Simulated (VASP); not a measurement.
The system is SrO.

```xyz
2
Lattice="0.0000 2.5974 2.5974 2.5974 0.0000 2.5974 2.5974 2.5974 0.0000" Properties=species:S:1:pos:R:3 pbc="T T T"
Sr    2.5974    2.5974    2.5974
O     0.0000    0.0000    0.0000
```

Base run:

| Item | Value |
| --- | --- |
| Program | VASP 6.6.1 |
| Functional | PBEsol |
| Potentials or basis | VASP PAW PBE potentials, release 64 (Sr_sv, O) |
| Cutoff | 520 eV |
| k mesh | 8 × 8 × 8 |
| Occupations | gaussian, width 0.02 eV |
| Spin | no spin polarisation |

Its results: band gap on the k mesh 3.18 eV, indirect (least direct gap 3.28 eV); pressure -3.1 GPa.

**Question.** The run is repeated on the same cell with these changes: functional from PBEsol to r2SCAN; further incar settings from ALGO = Normal; EDIFF = 1e-07; NBANDS = 15 to ALGO = Normal; EDIFF = 1e-06; NBANDS = 15. What comes out?

**Answer.** Band gap on the k mesh 3.76 eV, indirect (least direct gap 3.86 eV); pressure -1.3 GPa.

Caveats: the PAW data sets were made with another functional, which shifts forces and pressure a little.

A k mesh can miss the band edges.
